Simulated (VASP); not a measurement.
A run of VASP 6.6.1 is set up as follows.

INCAR

```
SYSTEM = HfN
PREC = Accurate
ENCUT = 520
EDIFF = 1E-7
ISMEAR = 0
SIGMA = 0.1
LREAL = .False.
LASPH = .True.
NELM = 100
ALGO = Normal
ISIF = 2
LWAVE = .False.
LCHARG = .False.
GGA = PE
NBANDS = 14
```

File KPOINTS:

```
regular mesh
0
Gamma
  18 18 14
  0 0 0
```

Contents of POSCAR:

```
HfN
1.0
    3.4332059050      0.0000000000      0.0000000000
   -1.7166029525      2.9732435301      0.0000000000
    0.0000000000      0.0000000000      3.9698168701
Hf N
1 1
Direct
    0.0000000000      0.0000000000      0.5000000000
    0.0000000000      0.0000000000      0.0000000000
```

Potentials or basis: VASP PAW PBE potentials, release 64 (Hf_pv, N).

Command:

```bash
$ cat potpaw_PBE.64/Hf_pv/POTCAR potpaw_PBE.64/N/POTCAR > POTCAR
$ mpirun -np 1 vasp_std > vasp.out
```

(1) Estimate the pressure.

Results:

(1) 0.1 GPa.
